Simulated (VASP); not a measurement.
Runs of VASP 6.6.1 on CoSi3. The structure is that of space group Pm-3m (No. 221), or close to it. The cells are those of the table. 

```tsv
task	cell	k mesh	cutoff (eV)	gap on the mesh (eV)	pressure (GPa)	moment (μB)
single point	a = 3.767 Å, 4 atoms	6 × 6 × 6	520	none	-7.3	0.75
single point	a = 3.687 Å, 4 atoms	12 × 12 × 12	520	none	-0.1	(a)
relaxation of cell and atoms	relaxed from a = 3.704 Å, 4 atoms	6 × 6 × 6	600	none	0.0	0.52
single point	a = 3.680 Å, 4 atoms	6 × 6 × 6	520	none	0.0	0.52
```

Alike in all rows: level PBE; potentials or basis VASP PAW PBE potentials, release 64 (Co, Si); spin collinear, ferromagnetic start; smearing gaussian 0.1 eV.

Task: Estimate the missing entries.

Result: (a) 0.00.

Caveats: the cell stands under tension (at least some runs).

A gap of «none» marks levels without a gap at the run's occupations.
